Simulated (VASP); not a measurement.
Wanted: the native input for a VASP 6.6.1 run.

* Task: relaxation of cell and atoms
* Functional: PBEsol
* Potentials or basis: VASP PAW PBE potentials, release 64 (Bi_d)
* Cutoff: 500 eV
* k mesh: 9 × 9 × 9
* Occupations: fermi-dirac, width 0.1 eV
* Spin: no spin polarisation
* Target pressure: 15 GPa
* Dipole correction: no
* Further INCAR settings: ALGO = Normal; EDIFF = 1e-07; IBRION = 2; EDIFFG = -0.03; NSW = 60; ISIF = 3

The structure of Bi lies in POSCAR:

```
Bi
1.0
   -2.0600000000      2.0600000000      2.0600000000
    2.0600000000     -2.0600000000      2.0600000000
    2.0600000000      2.0600000000     -2.0600000000
Bi
1
Direct
    0.0000000000      0.0000000000      0.0000000000
```

This isn't the form of Bi at room conditions, which is rhombohedral.

One way to write it, as run:

INCAR

```
SYSTEM = Bi
PREC = Accurate
ENCUT = 500
EDIFF = 1E-7
ISMEAR = -1
SIGMA = 0.1
LREAL = .FALSE.
LASPH = .TRUE.
NELM = 120
ALGO = Normal
ISIF = 3
LWAVE = .FALSE.
LCHARG = .FALSE.
GGA = PS
IBRION = 2
NSW = 60
EDIFFG = -0.03
PSTRESS = 150.0
GGA_COMPAT = .FALSE.
NELMIN = 4
```

KPOINTS

```
Automatic mesh
0
G
  9 9 9
  0 0 0
```

Potentials or basis: VASP PAW PBE potentials, release 64 (Bi_d).

Run with:

```sh
$ cat potpaw_PBE.64/Bi_d/POTCAR > POTCAR
$ mpirun -np 1 vasp_std > vasp.out
```

Results of the run:

```json
{
  "Relaxed volume": "25.29 Å³/atom",
  "Relaxed cell": "a = 3.203 Å, b = 3.203 Å, c = 3.203 Å, α = 109.47°, β = 109.47°, γ = 109.47°",
  "Space group after relaxing (to 0.1 Å)": "Im-3m (No. 229)",
  "Energy change on relaxing (the run minimises the enthalpy)": "+72.3 meV/atom",
  "Ionic steps": "5",
  "Pressure after relaxing": "15.0 GPa",
  "Band gap on the k mesh": "zero (an odd number of electrons rules out a gap without spin polarisation)"
}
```

Caveat: the cell is relaxed towards a set pressure, so the run minimises the enthalpy, not the energy; the volume moved by over 15 % at a fixed basis, so the end points are rough; the PAW data sets were made with another functional, which shifts forces and pressure a little; spin-orbit coupling is left out, which moves the levels of the heavy elements.

It took 43 s on 1 thread of Intel(R) Xeon(R) Platinum 8488C (Sapphire Rapids), with other jobs on the host, peak memory 0.17 GiB.
